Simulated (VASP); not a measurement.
# Al2O3: single point with PBE

Al2O3:

```
Al O
1.0
     2.58971    1.49517    3.76924
    -2.58971    1.49517    3.76924
     0.00000   -2.99034    3.76924
Al O
4 6
Cartesian
  0.0000 0.0000 9.6787
  0.0000 0.0000 7.2828
  0.0000 0.0000 1.6290
  0.0000 0.0000 4.0249
  -1.0040 -1.4952 4.7115
  1.7969 -0.1219 4.7115
  -0.7929 1.6171 4.7115
  1.0040 1.4952 6.5962
  -1.7969 0.1219 6.5962
  0.7929 -1.6171 6.5962
```

This cell differs from its parent crystal: atoms shifted along a free coordinate, c/a of the conventional cell at fixed volume 2.1832.

```json
{"Program": "VASP 6.6.1", "Task": "single point", "Functional": "PBE", "Potentials or basis": "VASP PAW PBE potentials, release 64 (Al, O)", "Cutoff": "520 eV", "k mesh": "6 × 6 × 6", "Occupations": "gaussian, width 0.05 eV", "Spin": "no spin polarisation"}
```

| Property | Result |
| --- | --- |
| Pressure | -0.9 GPa |
| Largest force | 1.276 eV/Å |
| Band gap on the k mesh | 3.42 eV |

Forces in eV/Å, atoms in the order of the input:
```
Al   0.000  0.000  1.276
Al   0.000  0.000 -1.276
Al   0.000  0.000 -1.276
Al   0.000  0.000  1.276
O   -0.357  0.000  0.000
O    0.179 -0.310  0.000
O    0.179  0.310  0.000
O    0.357  0.000  0.000
O   -0.179  0.310  0.000
O   -0.179 -0.310  0.000
```

Stress tensor (GPa, compression positive):
```
-25.12   0.00   0.00
  0.00 -25.12   0.00
  0.00   0.00  47.61
```

Levels at points of the mesh, in eV from the valence-band top:
| k point | band 21 | band 22 | band 23 | band 24 | band 25 | band 26 | band 27 | band 28 |
| --- | --- | --- | --- | --- | --- | --- | --- | --- |
| (0.00, 0.00, 0.00) | -1.18 | -1.06 | -1.06 | 0.00 | 3.42 | 6.51 | 7.53 | 9.46 |
| (0.50, 0.00, 0.00) | -1.40 | -1.40 | -0.76 | -0.76 | 6.24 | 6.24 | 7.80 | 7.80 |
| (0.50, 0.50, 0.00) | -1.79 | -1.72 | -1.15 | -0.62 | 6.23 | 6.56 | 7.24 | 7.93 |
| (0.50, 0.50, 0.50) | -1.82 | -1.82 | -1.82 | -1.82 | 6.08 | 6.08 | 8.27 | 8.27 |

Wall time 48 s on 1 thread of AMD EPYC 9R45 96-Core Processor (Zen 5) (shared host), peak memory 0.2 GiB.

Caveat: the stress differs along the axes, from -25 to 48 GPa; forces of over 1 eV/Å act on the atoms, so gaps and moduli don't describe the material at rest.
